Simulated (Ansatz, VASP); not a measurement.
## Two plane-wave programs on WSe2

```
CELL_PARAMETERS angstrom
3.28549 0.00000 0.00000
-1.64275 2.84532 0.00000
0.00000 0.00000 24.23865
ATOMIC_POSITIONS crystal
Se 0.33333 0.66667 0.18565
Se 0.33333 0.66667 0.32466
Se 0.50000 0.33333 0.46122
Se 0.50000 0.33333 0.60023
W 0.66667 0.33333 0.25516
W 0.83333 0.00000 0.53072
```

Alike in both runs: task single point; functional PBE; dispersion D3(BJ); k mesh 9 × 9 × 1; occupations gaussian, width 0.05 eV; no spin polarisation.

```csv
,VASP,Ansatz
version,VASP 6.6.1,Ansatz 0.2.0
potentials or method,"VASP PAW PBE potentials, release 64 (Se, W_sv), cutoff 520 eV","scalar-relativistic, plane waves, PAW"
valence electrons in the cell,52,92
```

|  | VASP | Ansatz | Ansatz less VASP |
| --- | --- | --- | --- |
| gap on the k mesh at the Fermi level (eV) | 1.53 | 1.53 | -0.001 |
| least direct gap on the mesh (eV) | 1.64 | 1.64 | +0.004 |
| rms of the force components (eV/Å) | 0.032 | 0.020 | -0.0120 |

VASP's potentials hold 52 valence electrons a cell and Ansatz's 92, so a difference there can come from the potentials and not from the codes.

Neither program's run includes spin-orbit coupling.
